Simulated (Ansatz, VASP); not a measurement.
## AlV2C in VASP and in Ansatz

```
Al V C
1.0
     2.85826    0.00000    0.00000
    -1.42913    2.47533    0.00000
     0.00000    0.00000   12.90064
Al V C
2 4 2
Direct
  0.33333 0.66667 0.25000
  0.66667 0.33333 0.75000
  0.33333 0.66667 0.58526
  0.66667 0.33333 0.41474
  0.66667 0.33333 0.08526
  0.33333 0.66667 0.91474
  0.00000 0.00000 0.00000
  0.00000 0.00000 0.50000
```

Alike in both runs: functional LDA; k mesh 15 × 15 × 4; occupations gaussian, width 0.1 eV; no spin polarisation.

Ansatz relaxed the structure, and its values are those at the end. VASP's run is a single point on that final structure, the one shown.

|  | VASP | Ansatz |
| --- | --- | --- |
| version | VASP 6.6.1 | Ansatz 0.2.0 |
| potentials or method | VASP PAW LDA potentials, release 64 (Al, V_sv, C), cutoff 520 eV | scalar-relativistic, plane waves, PAW |
| valence electrons in the cell | 66 | 66 |

VASP gave:

- gap on the k mesh at the Fermi level (eV): none
- pressure (GPa): 0.7
- rms of the force components (eV/Å): 0.028

Estimate Ansatz's values.

gap on the k mesh at the Fermi level (eV): none; pressure (GPa): 0.0; rms of the force components (eV/Å): 0.000.

LDA's correlation is that of Perdew and Zunger in VASP and of Perdew and Wang (1992) in Ansatz. A gap of «none» marks a metal or a gap that the smearing closes.
